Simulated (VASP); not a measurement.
# HW8C8 in VASP: further runs

Runs on HW8C8. Level: PBE. Tasks: single point.

Program: VASP 6.6.1. These are calculated values, not measurements. Logs are shortened: lines on timing, memory, paths and dates and some standing lists are left out, and cuts for length are marked.

**1. The cell of the first run**

The cell holds a slab with vacuum, 17 atoms: a = 5.764 Å, b = 5.764 Å, c = 17.236 Å, α = 90.00°, β = 90.00°, γ = 120.00°.

**2. Single point, PBE**

INCAR reads:

```
SYSTEM = HW8C8
ALGO     = Normal         ! electronic algorithm
EDIFF    = 1E-7           ! SCF threshold, eV
ENCUT    = 520            ! plane-wave cutoff, eV
GGA      = PE             ! functional
ISIF     = 2              ! what is computed and relaxed
ISMEAR   = -1             ! smearing method
LASPH    = .TRUE.         ! aspherical terms in the spheres
LCHARG   = .FALSE.        ! write CHGCAR
LREAL    = Auto         
LWAVE    = .FALSE.        ! write WAVECAR
NBANDS   = 86             ! bands
NELM     = 80             ! most SCF steps
PREC     = Accurate       ! precision mode
SIGMA    = 0.05           ! smearing width, eV
```

KPOINTS reads:

```
k-points
0
G
  3 3 1
  0 0 0
```

POSCAR reads:

```
HW8C8
1.0
    5.7641400000      0.0000000000      0.0000000000
   -2.8820700000      4.9918920000      0.0000000000
    0.0000000000      0.0000000000     17.2358050000
W C H
8 8 1
Direct
    0.0000000000      0.0000000000      0.0580187580
   -0.0048072563     -0.0027444504      0.2214982126
    0.0000014646      0.4999907851      0.0580187580
    0.0117006011      0.5094060529      0.2233490110
    0.5000052046      0.0000000000      0.0580187580
    0.4984841740     -0.0027644829      0.2196068011
    0.4999893205      0.4999907851      0.0580187580
    0.4936110936      0.4929593829      0.2248168855
    0.3337828128      0.1667103375      0.1331762572
    0.3310089296      0.1574152646      0.2868215323
    0.3263647085      0.6639366397      0.1332632854
    0.3324964453      0.6630151454      0.2877266249
    0.8293097041      0.1585170513      0.1352069137
    0.8189679869      0.1533086052      0.2933834538
    0.8284718722      0.6606112472      0.1350444612
    0.8357947982      0.6744937591      0.2871928523
    0.8112983604      1.1538711174      0.3574593702
```

Potentials or basis: VASP PAW PBE potentials, release 64 (W_sv, C, H).

Run with:

```sh
cat potpaw_PBE.64/W_sv/POTCAR potpaw_PBE.64/C/POTCAR potpaw_PBE.64/H/POTCAR > POTCAR
mpirun -np 1 vasp_std > vasp.out
```

OUTCAR:

```text
SYSTEM = HW8C8
   EDIFF = 1E-7
   ENCUT = 520
   GGA = PE
   ISIF = 2
   ISMEAR = -1
   LASPH = .TRUE.
   LREAL = Auto
   NELM = 80
   PREC = Accurate

 ion  position               nearest neighbor table
   1  0.000  0.000  0.058-   9 2.11  13 2.11  15 2.15   2 2.82   7 2.88   3 2.88   5 2.88   5 2.88
                             3 2.88   7 2.88
   2  0.995  0.997  0.221-  16 1.97  10 2.02  14 2.07  13 2.21  15 2.25   9 2.27   1 2.82   4 2.86
                             6 2.86   8 2.87   8 2.90   6 2.90   4 2.91
   3  0.000  0.500  0.058-  11 2.08  15 2.12  13 2.16   4 2.85   7 2.88   1 2.88   5 2.88   5 2.88
                             1 2.88   7 2.88
   4  0.012  0.509  0.223-  12 1.95  16 2.03  14 2.15  11 2.21  15 2.26  13 2.32   6 2.81   8 2.83
                             3 2.85   2 2.86   2 2.91   8 2.94   6 2.96
   5  0.500  0.000  0.058-   9 2.11  13 2.12  11 2.12   6 2.79   3 2.88   1 2.88   7 2.88   7 2.88
                             1 2.88   3 2.88
   6  0.498  0.997  0.220-  10 2.00  12 2.04  14 2.04  13 2.20  11 2.23   9 2.24   5 2.79   4 2.81
                             2 2.86   8 2.87   8 2.89   2 2.90   4 2.96
   7  0.500  0.500  0.058-   9 2.11  15 2.11  11 2.13   8 2.88   3 2.88   1 2.88   5 2.88   5 2.88
                             1 2.88   3 2.88
   8  0.494  0.493  0.225-  12 1.98  10 1.99  16 2.02   9 2.27  15 2.28  11 2.31   4 2.83   2 2.87
                             6 2.87   7 2.88   6 2.89   2 2.90   4 2.94
   9  0.334  0.167  0.133-   5 2.11   7 2.11   1 2.11   6 2.24   8 2.27   2 2.27
  10  0.331  0.157  0.287-   8 1.99   6 2.00   2 2.02
  11  0.326  0.664  0.133-   3 2.08   5 2.12   7 2.13   4 2.21   6 2.23   8 2.31
  12  0.332  0.663  0.288-   4 1.95   8 1.98   6 2.04
  13  0.829  0.159  0.135-   1 2.11   5 2.12   3 2.16   6 2.20   2 2.21   4 2.32
  14  0.819  0.153  0.293-  17 1.11   6 2.04   2 2.07   4 2.15
  15  0.828  0.661  0.135-   7 2.11   3 2.12   1 2.15   2 2.25   4 2.26   8 2.28
  16  0.836  0.674  0.287-   2 1.97   8 2.02   4 2.03
  17  0.811  0.154  0.357-  14 1.11

  LATTYP: Found a hexagonal cell.
 ALAT       =     5.7641400000
 C/A-ratio  =     2.9901780665

  Lattice vectors:

 A1 = (   5.7641400000,   0.0000000000,   0.0000000000)
 A2 = (  -2.8820700000,   4.9918920000,   0.0000000000)
 A3 = (   0.0000000000,   0.0000000000,  17.2358050000)

Analysis of symmetry for initial positions (statically):
=====================================================================
 Subroutine PRICEL returns:
 Original cell was already a primitive cell.

 Routine SETGRP: Setting up the symmetry group for a
 hexagonal supercell.

 Subroutine GETGRP returns: Found  1 space group operations
 (whereof  1 operations were pure point group operations)
 out of a pool of 24 trial point group operations.

The static configuration has the point symmetry C_1 .

Analysis of symmetry for dynamics (positions and initial velocities):
=====================================================================
 Subroutine PRICEL returns:
 Original cell was already a primitive cell.

 Routine SETGRP: Setting up the symmetry group for a
 hexagonal supercell.

 Subroutine GETGRP returns: Found  1 space group operations
 (whereof  1 operations were pure point group operations)
 out of a pool of 24 trial point group operations.

The dynamic configuration has the point symmetry C_1 .

 Subroutine INISYM returns: Found  1 space group operations
 (whereof  1 operations are pure point group operations),
 and found     1 'primitive' translations

----------------------------------------------------------------------------------------

                                     Primitive cell

  volume of cell :     495.9424

  direct lattice vectors                    reciprocal lattice vectors
     5.764140000  0.000000000  0.000000000     0.173486418  0.100162423  0.000000000
    -2.882070000  4.991892000  0.000000000     0.000000000  0.200324847  0.000000000
     0.000000000  0.000000000 17.235805000     0.000000000  0.000000000  0.058018758

  length of vectors
     5.764140000  5.764140285 17.235805000     0.200324857  0.200324847  0.058018758

  position of ions in fractional coordinates (direct lattice)
     0.000000000  0.000000000  0.058018758
     0.995192744  0.997255550  0.221498213
     0.000001465  0.499990785  0.058018758
     0.011700601  0.509406053  0.223349011
     0.500005205  0.000000000  0.058018758
     0.498484174  0.997235517  0.219606801
[... 9 lines left out ...]
     0.835794798  0.674493759  0.287192852
     0.811298360  0.153871117  0.357459370

  ion indices of the primitive-cell ions
   primitive index   ion index
                 1           1
                 2           2
                 3           3
                 4           4
                 5           5
                 6           6
[... 9 lines left out ...]
                16          16
                17          17

----------------------------------------------------------------------------------------

 KPOINTS: k-points

Automatic generation of k-mesh.
 Grid dimensions read from file:
 generate k-points for:    3    3    1

 Generating k-lattice:

  Cartesian coordinates                     Fractional coordinates (reciprocal lattice)
     0.057828806  0.033387474  0.000000000     0.333333333  0.000000000  0.000000000
     0.000000000  0.066774949  0.000000000     0.000000000  0.333333333  0.000000000
     0.000000000  0.000000000  0.058018758     0.000000000  0.000000000  1.000000000

  Length of vectors
     0.066774952  0.066774949  0.058018758

  Shift w.r.t. Gamma in fractional coordinates (k-lattice)
     0.000000000  0.000000000  0.000000000

 Subroutine IBZKPT returns following result:
 ===========================================

 Found      5 irreducible k-points:

 Following reciprocal coordinates:
            Coordinates               Weight
  0.000000  0.000000  0.000000      1.000000
  0.333333  0.000000  0.000000      2.000000
  0.000000  0.333333  0.000000      2.000000
 -0.333333  0.333333  0.000000      2.000000
  0.333333  0.333333  0.000000      2.000000
   k-points           NKPTS =      5   k-points in BZ     NKDIM =      5   number of bands    NBANDS=     86
   number of dos      NEDOS =    301   number of ions     NIONS =     17
   total plane-waves  NPLWV = 294912
   dimension x,y,z NGX =    48 NGY =   48 NGZ =  128
   dimension x,y,z NGXF=    96 NGYF=   96 NGZF=  256
   ions per type =               8   8   1
   NGX,Y,Z   is equivalent  to a cutoff of  13.84, 13.84, 12.35 a.u.
   NGXF,Y,Z  is equivalent  to a cutoff of  27.69, 27.69, 24.69 a.u.
 SYSTEM =  HW8C8
   PREC   = accura    normal or accurate (medium, high low for compatibility)
   ISTART =      0    job   : 0-new  1-cont  2-samecut
   ICHARG =      2    charge: 1-file 2-atom 10-const
   ISPIN  =      1    spin polarized calculation?
   LNONCOLLINEAR =      F non collinear calculations
   LSORBIT =      F    spin-orbit coupling
   LASPH  =      T    aspherical Exc in radial PAW
   ENCUT  =  520.0 eV  38.22 Ry    6.18 a.u.  10.72 10.72 32.05*2*pi/ulx,y,z
   NELM   =     80;   NELMIN=  2; NELMDL= -5     # of ELM steps
   EDIFF  = 0.1E-06   stopping-criterion for ELM
   LREAL  =      T    real-space projection
   EDIFFG = 0.1E-05   stopping-criterion for IOM
   NSW    =      0    number of steps for IOM
   IBRION =     -1    ionic relax: 0-MD 1-quasi-New 2-CG
   NFREE  =      0    steps in history (QN), initial steepest desc. (CG)
   ISIF   =      2    stress and relaxation
   ISYM   =      2    0-nonsym 1-usesym 2-fastsym
   POTIM  = 0.5000    time-step for ionic-motion
   TEBEG  =    0.0;   TEEND  =   0.0 temperature during run
   PSTRESS=    0.0 pullay stress
   NELECT =     145.0000    total number of electrons
   NUPDOWN=      -1.0000    fix difference up-down
   EMIN   =  10.00;   EMAX   =-10.00  energy-range for DOS
   EFERMI =   0.00;   METHOD = LEGACY
   ISMEAR =    -1;   SIGMA  =   0.05  broadening in eV -4-tet -1-fermi 0-gaus
   EFERMI_NEDOS =   21; number of points for ismear=-14 and -15
   IALGO  =     38    algorithm
   IMIX   =      4    mixing-type and parameters
     AMIX     =   0.40;   BMIX     =  1.00
     AMIX_MAG =   1.60;   BMIX_MAG =  1.00
  volume/ion in A,a.u.               =      29.17       196.87
  Fermi-wavevector in a.u.,A,eV,Ry     =   1.086560  2.053301 16.063212  1.180613
  Thomas-Fermi vector in A             =   2.222700
   LORBIT       =      0    0 simple, 1 ext, 2 COOP (PROOUT), +10 PAW based schemes
   GGA     = PE    functional components
   LHFCALC =     F    Hartree Fock is set to
   AEXX    =    0.0000 exact exchange contribution
   IVDW    =     0    specifies the selected vdW correction
   LEPSILON=     F    determine dielectric tensor
   LRPA    =     F    only Hartree local field effects (RPA)
 non-spin polarized calculation
  energy-cutoff  :      520.00
  volume of cell :      495.94
 maximum number of plane-waves:     13409
 NGX is ok and might be reduce to    48
   NGX = 21   NGY = 21   NGZ = 65

 number of electron     144.9999991 magnetization

 Free energy of the ion-electron system (eV)
  ---------------------------------------------------
  ext. energy  EPLUGINS =         0.00000000
  ---------------------------------------------------
  free energy    TOTEN  =      -166.91416841 eV

  energy without entropy =     -166.89491325  energy(sigma->0) =     -166.90454083

 E-fermi :   0.2072     XC(G=0):  -5.7896

 val. band max:        0.1071359021   @ k =   0.0000   0.3333   0.0000
 cond. band min:       0.5290627380   @ k =   0.0000   0.0000   0.0000
 fundamental gap:      0.4219268359
 Fermi energy:         0.2071529940

 k-point     1 :       0.0000    0.0000    0.0000
  band No.  band energies     occupation
      1     -73.6029      2.00000
      2     -73.5870      2.00000
      3     -73.5423      2.00000
      4     -73.5319      2.00000
      5     -73.5237      2.00000
      6     -73.5120      2.00000
[... 424 lines left out ...]
     83       2.7960      0.00000
     84       2.9084      0.00000
 [bands above 84 left out]

------------------------ aborting loop because EDIFF is reached ----------------------------------------

  FORCE on cell =-STRESS in cart. coord.  units (eV):
  Direction    XX          YY          ZZ          XY          YZ          ZX
  --------------------------------------------------------------------------------------
  -------------------------------------------------------------------------------------
  Total       16.9984927     15.5284248      8.7512805      0.5478052      1.4027645      1.1105065
  in kB       54.9148400     50.1656811     28.2716344      1.7697238      4.5317307      3.5875702
  external PRESSURE =      44.4507185 kB  Pullay stress =       0.0000000 kB

 VOLUME and BASIS-vectors are now :
 -----------------------------------------------------------------------------
  energy-cutoff  :      520.00
  volume of cell :      495.94
      direct lattice vectors                 reciprocal lattice vectors
     5.764140000  0.000000000  0.000000000     0.173486418  0.100162423  0.000000000
    -2.882070000  4.991892000  0.000000000     0.000000000  0.200324847  0.000000000
     0.000000000  0.000000000 17.235805000     0.000000000  0.000000000  0.058018758

 POSITION                                       TOTAL-FORCE (eV/Angst)
 -----------------------------------------------------------------------------------
      0.00000      0.00000      1.00000        -0.170948     -0.178821     -0.655037
      2.86227      4.97819      3.81770         0.444439      0.177461      0.450453
     -1.44100      2.49590      1.00000        -0.246739     -0.354638     -0.480573
     -1.40070      2.54290      3.84960        -1.843723     -1.988645      0.132301
      2.88210      0.00000      1.00000         0.053042     -0.023591     -1.017560
     -0.00077      4.97809      3.78510        -0.301428     -0.106546      1.113663
[... 9 lines left out ...]
      2.87370      3.36700      4.95000         0.331392     -0.539535      0.428351
      4.23297      0.76811      6.16110         0.106378      0.002377     -0.409240
 -----------------------------------------------------------------------------------
    total drift:                               -0.002205     -0.016217     -0.025908

  FREE ENERGIE OF THE ION-ELECTRON SYSTEM (eV)
  ---------------------------------------------------
  free  energy   TOTEN  =      -166.9141684099 eV

  energy  without entropy=     -166.8949132526  energy(sigma->0) =     -166.90454083
```

It took 24 min on 1 thread of Intel Xeon 8259CL, shared host; peak memory 0.68 GiB.

What came out:

- Free energy: -166.9142 eV
- Largest force: 2.715 eV/Å
- Band gap on the k mesh: zero (an odd number of electrons rules out a gap without spin polarisation)

Forces on the atoms (eV/Å):
```
W   -0.171 -0.179 -0.655
W    0.444  0.177  0.450
W   -0.247 -0.355 -0.481
W   -1.844 -1.989  0.132
W    0.053 -0.024 -1.018
W   -0.301 -0.107  1.114
W    0.015 -0.109 -0.404
W    0.875  0.485 -0.767
C   -0.211 -0.058  0.071
C   -0.124 -0.103  0.335
C    0.533  0.068  0.086
C   -0.033  0.688  0.774
C    0.050  0.755 -0.085
C    0.372  0.930  0.647
C    0.151  0.356 -0.220
C    0.331 -0.540  0.428
H    0.106  0.002 -0.409
```

Levels at points of the mesh, in eV from the Fermi level:
```
           k point  band 71  band 72  band 73  band 74  band 75  band 76
(0.00, 0.00, 0.00)     0.43     0.56     0.57     0.63     1.28     1.40
```

Caveat: the k points lie up to 0.42 Å⁻¹ apart, too coarse for converged energies and pressures of a metal; spin-orbit coupling is left out, which moves the levels of the heavy elements.

**3. Single point, PBE**

INCAR reads:

```
SYSTEM = HW8C8
ALGO = Normal
EDIFF = 1E-6
ENCUT = 520
GGA = PE
ISIF = 2
ISMEAR = -1
LASPH = .TRUE.
LCHARG = .FALSE.
LREAL = Auto
LWAVE = .FALSE.
NBANDS = 86
NELM = 100
PREC = Accurate
SIGMA = 0.05
```

KPOINTS is that of step 2.

POSCAR reads:

```
HW8C8
1.0
    5.7641400000      0.0000000000      0.0000000000
   -2.8820700000      4.9918920000      0.0000000000
    0.0000000000      0.0000000000     17.2358050000
W C H
8 8 1
Direct
    0.0000000000      0.0000000000      0.0580187580
    0.0081456690      0.0013021115      0.2275669747
    0.0000014646      0.4999907851      0.0580187580
   -0.0080793309      0.4900747051      0.2250083474
    0.5000052046      0.0000000000      0.0580187580
    0.4953628052     -0.0044271791      0.2294757918
    0.4999893205      0.4999907851      0.0580187580
    0.5020133722      0.5061207254      0.2236739160
    0.3408761603      0.1696551127      0.1366979958
    0.3252918914      0.1628440679      0.2924145405
    0.3419901089      0.6773183394      0.1353577625
    0.3343945869      0.6624742683      0.2880921431
    0.8275877843      0.1610411443      0.1360539876
    0.8480594910      0.1727000504      0.2989358489
    0.8320838062      0.6680432990      0.1364891283
    0.8315085141      0.6641169320      0.2876047855
    0.8628111049      1.1934352746      0.3632902554
```

Potentials or basis: VASP PAW PBE potentials, release 64 (W_sv, C, H).

Run with:

```sh
cat potpaw_PBE.64/W_sv/POTCAR potpaw_PBE.64/C/POTCAR potpaw_PBE.64/H/POTCAR > POTCAR
mpirun -np 1 vasp_std > vasp.out
```

Wall time 21 min (1 thread of Intel Xeon 8259CL, shared host); peak memory 0.68 GiB.

The run converged. Its results:

* Free energy: -166.8411 eV
* Largest force: 1.979 eV/Å
* Band gap on the k mesh: zero (an odd number of electrons rules out a gap without spin polarisation)

Forces in eV/Å, atoms in the order of the input:
```
W    0.039  0.069  0.664
W   -1.142 -0.144 -1.564
W   -0.037 -0.052  0.506
W    0.647  1.323 -0.920
W    0.081  0.209  0.393
W    0.541  1.245 -1.441
W    0.087  0.092  0.132
W    0.339 -1.476 -0.352
C   -0.491 -0.192 -0.368
C    0.846  0.490  0.400
C   -0.412 -0.814 -0.056
C   -0.778 -0.308  1.434
C    0.352  0.401  0.156
C   -0.691 -0.389  1.154
C    0.292 -0.025 -0.665
C    0.384 -0.156  1.192
H   -0.057 -0.272 -0.664
```

Levels at points of the mesh, in eV from the Fermi level:
| k point | band 70 | band 71 | band 72 | band 73 | band 74 | band 75 | band 76 | band 77 |
| --- | --- | --- | --- | --- | --- | --- | --- | --- |
| (0.00, 0.00, 0.00) | 0.40 | 0.46 | 0.56 | 0.61 | 0.63 | 1.07 | 1.43 | 1.54 |

Caveat: the k points lie up to 0.42 Å⁻¹ apart, too coarse for converged energies and pressures of a metal; spin-orbit coupling is left out, which moves the levels of the heavy elements.

**4. Single point, PBE**

INCAR reads:

```
SYSTEM = HW8C8
PREC = Accurate
ENCUT = 520
EDIFF = 1E-7
ISMEAR = -1
SIGMA = 0.05
LREAL = Auto
LASPH = .TRUE.
NELM = 60
ALGO = Normal
ISIF = 2
LWAVE = .FALSE.
LCHARG = .FALSE.
GGA = PE
NBANDS = 86
```

KPOINTS reads:

```
Automatic mesh
0
G
  3 3 1
  0 0 0
```

POSCAR reads:

```
HW8C8
1.0
    5.7641400000      0.0000000000      0.0000000000
   -2.8820700000      4.9918920000      0.0000000000
    0.0000000000      0.0000000000     17.2358050000
W C H
8 8 1
Direct
    0.0000000000      0.0000000000      0.0580187580
    0.0137873805      0.0014824039      0.2277468328
    0.0000014646      0.4999907851      0.0580187580
   -0.0002330311      0.4992095182      0.2198040649
    0.5000052046      0.0000000000      0.0580187580
    0.4982472767     -0.0064304276      0.2308856476
    0.4999893205      0.4999907851      0.0580187580
    0.5036691729      0.5124509905      0.2219333533
    0.3344012635      0.1592382207      0.1372259665
    0.3392272171      0.1656285833      0.2903548746
    0.3482468030      0.6606513122      0.1348936125
    0.3317296261      0.6734520699      0.2925595874
    0.8268298009      0.1809334016      0.1310527707
    0.8586444609      0.1716984262      0.2927684550
    0.8457395402      0.6960487126      0.1370925234
    0.8289920356      0.6562041006      0.2886027081
    0.8477112220      1.1684747987      0.3578480959
```

Run with:

```sh
cat potpaw_PBE.64/W_sv/POTCAR potpaw_PBE.64/C/POTCAR potpaw_PBE.64/H/POTCAR > POTCAR
mpirun -np 1 vasp_std > vasp.out
```

Run time: 25 min. Hardware: 1 thread of Intel Xeon 8259CL, shared host; peak memory 0.68 GiB.

It converged, with:

```
Free energy            : -166.2025 eV
Largest force          : 3.114 eV/Å
Band gap on the k mesh : zero (an odd number of electrons rules out a gap without spin polarisation)
```

Forces on the atoms (eV/Å):
```
W    0.094  0.635 -0.089
W   -0.681 -0.043 -1.761
W   -0.006  0.792 -0.694
W    0.662  0.411  1.266
W   -0.109  0.034  0.185
W    0.882  1.652 -2.488
W    0.438 -0.060 -0.220
W    0.715 -1.679  1.339
C   -0.189  0.708 -0.616
C   -0.088  0.471  0.868
C   -1.805  0.849 -0.254
C   -0.065 -1.244 -0.066
C    1.121 -1.077  1.260
C   -1.733  0.113  2.495
C    0.229 -2.047 -0.606
C    0.397  0.339  0.244
H    0.138  0.147 -0.865
```

Levels at points of the mesh, in eV from the Fermi level:
```csv
k point,band 69,band 70,band 71,band 72,band 73,band 74,band 75,band 76,band 77,band 78
"(0.00, 0.00, 0.00)",-0.38,0.27,0.42,0.54,0.62,0.66,1.01,1.39,1.44,2.20
```

Caveat: the k points lie up to 0.42 Å⁻¹ apart, too coarse for converged energies and pressures of a metal; the atoms stand as in a frame of molecular dynamics; spin-orbit coupling is left out, which moves the levels of the heavy elements.

(Part 1 of 2 ends here.)
